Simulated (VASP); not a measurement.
# Mo (Im-3m) in VASP: further runs

The runs below take Mo through single point, with BLYP.

Program: VASP 6.6.1. These are calculated values, not measurements. Logs are shortened: lines on timing, memory, paths and dates and some standing lists are left out, and cuts for length are marked.

**1. The cell of the first run**

Symmetry: Im-3m, No. 229, cubic system. Conventional cell: a = 3.245 Å, b = 3.245 Å, c = 3.245 Å, α = 90.00°, β = 90.00°, γ = 90.00°. Mo (site symmetry m-3m) has 14 Mo at 2.81 to 3.25 Å within 3.7 Å.

**2. Single point, BLYP (volume scaled by 1.04)**

Contents of INCAR:

```
AGGAC = 1.0
AGGAX = 1.0
ALDAC = 0.0
ALDAX = 1.0
ALGO = Normal
EDIFF = 1E-6
ENCUT = 520
GGA = B5
ISIF = 2
ISMEAR = -1
LASPH = True
LCHARG = False
LREAL = False
LWAVE = False
NBANDS = 13
NELM = 60
PREC = Accurate
SIGMA = 0.1
```

Contents of KPOINTS:

```
k-points
0
Gamma
  23 23 23
```

Contents of POSCAR:

```
Mo
1.0
   -1.6227178529      1.6227178529      1.6227178529
    1.6227178529     -1.6227178529      1.6227178529
    1.6227178529      1.6227178529     -1.6227178529
Mo
1
Direct
    0.0000000000      0.0000000000      0.0000000000
```

Potentials or basis: VASP PAW PBE potentials, release 64 (Mo_sv).

Run with:

```
> cat potpaw_PBE.64/Mo_sv/POTCAR > POTCAR
> mpirun -np 1 vasp_std > vasp.out
```

OUTCAR:

```text
EDIFF = 1E-6
   ENCUT = 520
   GGA = B5
   ISIF = 2
   ISMEAR = -1
   LASPH = True
   LREAL = False
   NELM = 60
   PREC = Accurate

 ion  position               nearest neighbor table
   1  0.000  0.000  0.000-

  LATTYP: Found a body centered cubic cell.
 ALAT       =     3.2454357058

  Lattice vectors:

 A1 = (  -1.6227178529,   1.6227178529,   1.6227178529)
 A2 = (   1.6227178529,  -1.6227178529,   1.6227178529)
 A3 = (   1.6227178529,   1.6227178529,  -1.6227178529)

Analysis of symmetry for initial positions (statically):
=====================================================================
 Subroutine PRICEL returns:
 Original cell was already a primitive cell.

 Routine SETGRP: Setting up the symmetry group for a
 body centered cubic supercell.

 Subroutine GETGRP returns: Found 48 space group operations
 (whereof 48 operations were pure point group operations)
 out of a pool of 48 trial point group operations.

The static configuration has the point symmetry O_h .

Analysis of symmetry for dynamics (positions and initial velocities):
=====================================================================
 Subroutine PRICEL returns:
 Original cell was already a primitive cell.

 Routine SETGRP: Setting up the symmetry group for a
 body centered cubic supercell.

 Subroutine GETGRP returns: Found 48 space group operations
 (whereof 48 operations were pure point group operations)
 out of a pool of 48 trial point group operations.

The dynamic configuration has the point symmetry O_h .

 Subroutine INISYM returns: Found 48 space group operations
 (whereof 48 operations are pure point group operations),
 and found     1 'primitive' translations

----------------------------------------------------------------------------------------

                                     Primitive cell

  volume of cell :      17.0918

  direct lattice vectors                    reciprocal lattice vectors
    -1.622717853  1.622717853  1.622717853     0.000000000  0.308125038  0.308125038
     1.622717853 -1.622717853  1.622717853     0.308125038  0.000000000  0.308125038
     1.622717853  1.622717853 -1.622717853     0.308125038  0.308125038  0.000000000

  length of vectors
     2.810629768  2.810629768  2.810629768     0.435754608  0.435754608  0.435754608

  position of ions in fractional coordinates (direct lattice)
     0.000000000  0.000000000  0.000000000

  ion indices of the primitive-cell ions
   primitive index   ion index
                 1           1

----------------------------------------------------------------------------------------

 KPOINTS: k-points

Automatic generation of k-mesh.
 Grid dimensions read from file:
 generate k-points for:   23   23   23

 Generating k-lattice:

  Cartesian coordinates                     Fractional coordinates (reciprocal lattice)
     0.000000000  0.013396741  0.013396741     0.043478261  0.000000000  0.000000000
     0.013396741  0.000000000  0.013396741     0.000000000  0.043478261  0.000000000
     0.013396741  0.013396741  0.000000000     0.000000000  0.000000000  0.043478261

  Length of vectors
     0.018945853  0.018945853  0.018945853

  Shift w.r.t. Gamma in fractional coordinates (k-lattice)
     0.000000000  0.000000000  0.000000000

 Subroutine IBZKPT returns following result:
 ===========================================

 Found    364 irreducible k-points:

 Following reciprocal coordinates:
            Coordinates               Weight
  0.000000  0.000000  0.000000      1.000000
  0.043478  0.000000  0.000000     12.000000
  0.086957  0.000000  0.000000     12.000000
  0.130435  0.000000  0.000000     12.000000
  0.173913  0.000000  0.000000     12.000000
  0.217391  0.000000  0.000000     12.000000
[... 16 lines left out ...]
  0.478261  0.043478  0.000000     24.000000
  0.086957  0.086957  0.000000     24.000000
 [... further k-points ...]
   k-points           NKPTS =    364   k-points in BZ     NKDIM =    364   number of bands    NBANDS=     13
   number of dos      NEDOS =    301   number of ions     NIONS =      1
   total plane-waves  NPLWV =  13824
   dimension x,y,z NGX =    24 NGY =   24 NGZ =   24
   dimension x,y,z NGXF=    48 NGYF=   48 NGZF=   48
   ions per type =               1
   NGX,Y,Z   is equivalent  to a cutoff of  14.20, 14.20, 14.20 a.u.
   NGXF,Y,Z  is equivalent  to a cutoff of  28.39, 28.39, 28.39 a.u.
 SYSTEM =  unknown system
   PREC   = accura    normal or accurate (medium, high low for compatibility)
   ISTART =      0    job   : 0-new  1-cont  2-samecut
   ICHARG =      2    charge: 1-file 2-atom 10-const
   ISPIN  =      1    spin polarized calculation?
   LNONCOLLINEAR =      F non collinear calculations
   LSORBIT =      F    spin-orbit coupling
   LASPH  =      T    aspherical Exc in radial PAW
   ENCUT  =  520.0 eV  38.22 Ry    6.18 a.u.   5.23  5.23  5.23*2*pi/ulx,y,z
   NELM   =     60;   NELMIN=  2; NELMDL= -5     # of ELM steps
   EDIFF  = 0.1E-05   stopping-criterion for ELM
   LREAL  =      F    real-space projection
   EDIFFG = 0.1E-04   stopping-criterion for IOM
   NSW    =      0    number of steps for IOM
   IBRION =     -1    ionic relax: 0-MD 1-quasi-New 2-CG
   NFREE  =      0    steps in history (QN), initial steepest desc. (CG)
   ISIF   =      2    stress and relaxation
   ISYM   =      2    0-nonsym 1-usesym 2-fastsym
   POTIM  = 0.5000    time-step for ionic-motion
   TEBEG  =    0.0;   TEEND  =   0.0 temperature during run
   PSTRESS=    0.0 pullay stress
   NELECT =      14.0000    total number of electrons
   NUPDOWN=      -1.0000    fix difference up-down
   EMIN   =  10.00;   EMAX   =-10.00  energy-range for DOS
   EFERMI =   0.00;   METHOD = LEGACY
   ISMEAR =    -1;   SIGMA  =   0.10  broadening in eV -4-tet -1-fermi 0-gaus
   EFERMI_NEDOS =   21; number of points for ismear=-14 and -15
   IALGO  =     38    algorithm
   IMIX   =      4    mixing-type and parameters
     AMIX     =   0.40;   BMIX     =  1.00
     AMIX_MAG =   1.60;   BMIX_MAG =  1.00
  volume/ion in A,a.u.               =      17.09       115.34
  Fermi-wavevector in a.u.,A,eV,Ry     =   1.531750  2.894587 31.922770  2.346257
  Thomas-Fermi vector in A             =   2.639051
   LORBIT       =      0    0 simple, 1 ext, 2 COOP (PROOUT), +10 PAW based schemes
   GGA     = B5    functional components
   LHFCALC =     F    Hartree Fock is set to
   AEXX    =    0.0000 exact exchange contribution
   IVDW    =     0    specifies the selected vdW correction
   LEPSILON=     F    determine dielectric tensor
   LRPA    =     F    only Hartree local field effects (RPA)
 non-spin polarized calculation
  energy-cutoff  :      520.00
  volume of cell :       17.09
 maximum number of plane-waves:       474
 NGX is ok and might be reduce to    24
   NGX = 11   NGY = 11   NGZ = 11

 number of electron      13.9999999 magnetization

 Free energy of the ion-electron system (eV)
  ---------------------------------------------------
  ext. energy  EPLUGINS =         0.00000000
  ---------------------------------------------------
  free energy    TOTEN  =        -9.49153001 eV

  energy without entropy =       -9.46858656  energy(sigma->0) =       -9.48005828

 E-fermi :  11.7345     XC(G=0): -12.2669

 val. band max:       11.7129535857   @ k =  -0.3913   0.3913   0.0435
 cond. band min:      11.7430374010   @ k =  -0.2174   0.3043   0.0870
 fundamental gap:      0.0300838153
 Fermi energy:        11.7344533718

 k-point     1 :       0.0000    0.0000    0.0000
  band No.  band energies     occupation
      1     -49.3503      2.00000
      2     -22.9239      2.00000
      3     -22.9239      2.00000
      4     -22.9239      2.00000
      5       5.0124      2.00000
      6      10.4750      1.99999
      7      10.4750      1.99999
      8      10.4750      1.99999
      9      13.2125      0.00000
     10      13.2125      0.00000
     11      26.6034      0.00000
     12      26.6034      0.00000
     13      26.6034      0.00000

 k-point     2 :       0.0435    0.0000    0.0000
  band No.  band energies     occupation
      1     -49.3469      2.00000
      2     -22.9447      2.00000
      3     -22.9305      2.00000
      4     -22.9240      2.00000
      5       5.0890      2.00000
      6      10.4346      2.00000
      7      10.4703      1.99999
      8      10.5447      1.99999
      9      13.1531      0.00000
     10      13.2138      0.00000
     11      26.6575      0.00000
     12      26.7298      0.00000
     13      26.7362      0.00000

 k-point     3 :       0.0870    0.0000    0.0000
  band No.  band energies     occupation
      1     -49.3369      2.00000
      2     -23.0052      2.00000
      3     -22.9497      2.00000
      4     -22.9243      2.00000
      5       5.3129      2.00000
      6      10.3185      2.00000
      7      10.4504      1.99999
      8      10.7520      1.99989
      9      13.0025      0.00001
     10      13.2192      0.00000
     11      26.7972      0.00000
     12      27.0871      0.00000
     13      27.1024      0.00000
[... 305 lines left out ...]
 k-point    23 :       0.4783    0.0435    0.0000
  band No.  band energies     occupation
      1     -49.1627      2.00000
      2     -23.9759      2.00000
      3     -23.2735      2.00000
      4     -22.9377      2.00000
      5       7.0461      2.00000
      6       8.7259      2.00000
      7      12.9303      0.00001
      8      13.1544      0.00000
      9      13.9849      0.00000
     10      15.9795      0.00000
     11      22.0473      0.00000
     12      23.8165      0.00000
     13      27.9352      0.00000

 k-point    24 :       0.0870    0.0870    0.0000
  band No.  band energies     occupation
      1     -49.3120      2.00000
      2     -23.1543      2.00000
      3     -22.9779      2.00000
      4     -22.9441      2.00000
      5       5.8691      2.00000
      6      10.1271      2.00000
      7      10.2378      2.00000
      8      11.3486      1.95868
      9      12.6981      0.00013
     10      13.2957      0.00000
     11      27.1585      0.00000
     12      27.6936      0.00000
     13      27.8388      0.00000

 [... further k-points ...]
[... 5 lines left out ...]
  --------------------------------------------------------------------------------------
  -------------------------------------------------------------------------------------
  Total       -0.8408528     -0.8408528     -0.8408528     -0.0000000     -0.0000000      0.0000000
  in kB      -78.8209206    -78.8209206    -78.8209206     -0.0000000     -0.0000000      0.0000000
  external PRESSURE =     -78.8209206 kB  Pullay stress =       0.0000000 kB

 VOLUME and BASIS-vectors are now :
 -----------------------------------------------------------------------------
  energy-cutoff  :      520.00
  volume of cell :       17.09
      direct lattice vectors                 reciprocal lattice vectors
    -1.622717853  1.622717853  1.622717853     0.000000000  0.308125038  0.308125038
     1.622717853 -1.622717853  1.622717853     0.308125038  0.000000000  0.308125038
     1.622717853  1.622717853 -1.622717853     0.308125038  0.308125038  0.000000000

 POSITION                                       TOTAL-FORCE (eV/Angst)
 -----------------------------------------------------------------------------------
      0.00000      0.00000      0.00000         0.000000      0.000000      0.000000
 -----------------------------------------------------------------------------------
    total drift:                                0.000000      0.000000     -0.000000

  FREE ENERGIE OF THE ION-ELECTRON SYSTEM (eV)
  ---------------------------------------------------
  free  energy   TOTEN  =        -9.4915300050 eV

  energy  without entropy=       -9.4685865646  energy(sigma->0) =       -9.48005828
```

Run time: 2.8 min. Hardware: 1 thread of AMD EPYC 7R13, shared host; peak memory 0.17 GiB.

What came out:

* Free energy: -9.4915 eV
* Pressure: -7.9 GPa
* Band gap on the k mesh: zero (band 7 reaches 15.06 eV, above the bottom of band 8 at 10.47 eV)

Caveat: the PAW data sets were made with another functional, which shifts forces and pressure a little.

**3. Single point, BLYP (volume scaled by 1.08)**

INCAR, as its differences from that of step 2:

```diff
@@ -5,3 +5,3 @@
 ALGO = Normal
-EDIFF = 1E-6
+EDIFF = 1E-7
 ENCUT = 520
@@ -15,3 +15,3 @@
 NBANDS = 13
-NELM = 60
+NELM = 100
 PREC = Accurate
```

KPOINTS is that of step 2.

Contents of POSCAR:

```
Mo
1.0
   -1.6432607661      1.6432607661      1.6432607661
    1.6432607661     -1.6432607661      1.6432607661
    1.6432607661      1.6432607661     -1.6432607661
Mo
1
Direct
    0.0000000000      0.0000000000      0.0000000000
```

Potentials or basis: VASP PAW PBE potentials, release 64 (Mo_sv).

Run with:

```
> cat potpaw_PBE.64/Mo_sv/POTCAR > POTCAR
> mpirun -np 1 vasp_std > vasp.out
```

Wall time 2.7 min (1 thread of AMD EPYC 7R13, shared host); peak memory 0.17 GiB.

Results (log left out):

```yaml
Free_energy: -9.4449 eV
Pressure: -14.7 GPa
Band_gap_on_the_k_mesh: zero (band 7 reaches 14.31 eV, above the bottom of band 8 at 9.98 eV)
```

Levels at points of the mesh, in eV from the Fermi level:
| k point | band 4 | band 5 | band 6 | band 7 | band 8 | band 9 | band 10 | band 11 |
| --- | --- | --- | --- | --- | --- | --- | --- | --- |
| (0.00, 0.00, 0.00) | -34.72 | -6.58 | -1.19 | -1.19 | -1.19 | 1.42 | 1.42 | 14.80 |

Caveat: the PAW data sets were made with another functional, which shifts forces and pressure a little.
